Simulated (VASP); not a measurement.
Cr, 2 atoms in the cell. It takes space group I4_1/amd (No. 141, tetragonal). Conventional cell: a = 4.011 Å, b = 4.011 Å, c = 2.151 Å, α = 90.00°, β = 90.00°, γ = 90.00°. Cr (site symmetry -4m2) has 10 Cr at 2.08 to 2.57 Å within 2.7 Å. 

* Program: VASP 6.6.1
* Task: single point
* Functional: PBE
* Potentials or basis: VASP PAW PBE potentials, release 64 (Cr_pv)
* Cutoff: 520 eV
* k mesh: 17 × 17 × 17
* Occupations: fermi-dirac, width 0.1 eV
* Spin: collinear spin, ferromagnetic start
* Starting moments: [2.0, 2.0] μB
* Dipole correction: no
* Further INCAR settings: ALGO = Normal; EDIFF = 1e-06; NBANDS = 23

Potentials or basis: VASP PAW PBE potentials, release 64 (Cr_pv).

Run with:

```console
$ cat potpaw_PBE.64/Cr_pv/POTCAR > POTCAR
$ mpirun -np 1 vasp_std > vasp.out
```

Hardware: 1 thread of Intel(R) Xeon(R) 6975P-C (Granite Rapids), with other jobs on the host.

How long does it take, and how much memory?

Run time: 98 s on 1 thread of Intel(R) Xeon(R) 6975P-C (Granite Rapids), on a shared host, peak memory 0.32 GiB. Counts: scf iterations 14, k points 405.
